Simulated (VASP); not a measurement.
Here is a VASP 6.6.1 calculation.

The input INCAR:

```
SYSTEM = HfN
PREC     = Accurate       ! precision mode
ENCUT    = 520            ! plane-wave cutoff, eV
EDIFF    = 1E-6           ! SCF threshold, eV
ISMEAR   = -1             ! smearing method
SIGMA    = 0.05           ! smearing width, eV
LREAL    = .False.        ! projectors in reciprocal space
LASPH    = .True.         ! aspherical terms in the spheres
NELM     = 100            ! most SCF steps
ALGO     = Normal         ! electronic algorithm
ISIF     = 2              ! what is computed and relaxed
LWAVE    = .False.        ! write WAVECAR
LCHARG   = .False.        ! write CHGCAR
GGA      = PE             ! functional
NBANDS   = 14             ! bands
```

Contents of KPOINTS:

```
Automatic mesh
0
Gamma
  14 14 14
  0 0 0
```

Contents of POSCAR:

```
HfN
1.0
    2.7674472854      0.0000000000      0.0000000000
    0.0000000000      2.7674472854      0.0000000000
    0.0000000000      0.0000000000      2.7674472854
Hf N
1 1
Direct
    0.0000000000      0.0000000000      0.0000000000
    0.5000000000      0.5000000000      0.5000000000
```

Potentials or basis: VASP PAW PBE potentials, release 64 (Hf_pv, N).

Launch:

```sh
$ cat potpaw_PBE.64/Hf_pv/POTCAR potpaw_PBE.64/N/POTCAR > POTCAR
$ mpirun -np 1 vasp_std > vasp.out
```

(1) Estimate the pressure.

Answers

(1) 13.4 GPa.
